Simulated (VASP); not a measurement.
Runs of VASP 6.6.1 on LaPt5. The structure is that of space group P6/mmm (No. 191), or close to it. The cells are those of the table. 

| cell | gap on the mesh (eV) | pressure (GPa) |
| --- | --- | --- |
| a = 5.350, b = 5.350, c = 4.347 Å, angles 90.0, 90.0, 120.0°, 6 atoms | none | 0.2 |
| a = 5.276, b = 5.276, c = 4.287 Å, angles 90.0, 90.0, 120.0°, 6 atoms | none | 10.4 |
| a = 5.386, b = 5.386, c = 4.376 Å, angles 90.0, 90.0, 120.0°, 6 atoms | none | (a) |
| a = 5.492, b = 5.492, c = 4.462 Å, angles 90.0, 90.0, 120.0°, 6 atoms | none | (b) |
| a = 5.313, b = 5.313, c = 4.317 Å, angles 90.0, 90.0, 120.0°, 6 atoms | none | 5.0 |

Alike in all rows: task single point; level LDA; potentials or basis VASP PAW LDA potentials, release 64 (La, Pt); no spin polarisation; k mesh 5 × 5 × 5; cutoff (eV) 520; smearing methfessel-paxton 0.1 eV.

Task: Fill in the values left out.

Result: (a) -4.0; (b) -13.9.

Caveats: spin-orbit coupling is left out, which moves the levels of the heavy elements; the cell stands under pressure (at least some runs); the cell stands under tension (at least some runs).

A k mesh can miss the band edges, and the runs leave out spin-orbit coupling on La, Pt.

A gap of «none» marks levels without a gap at the run's occupations.
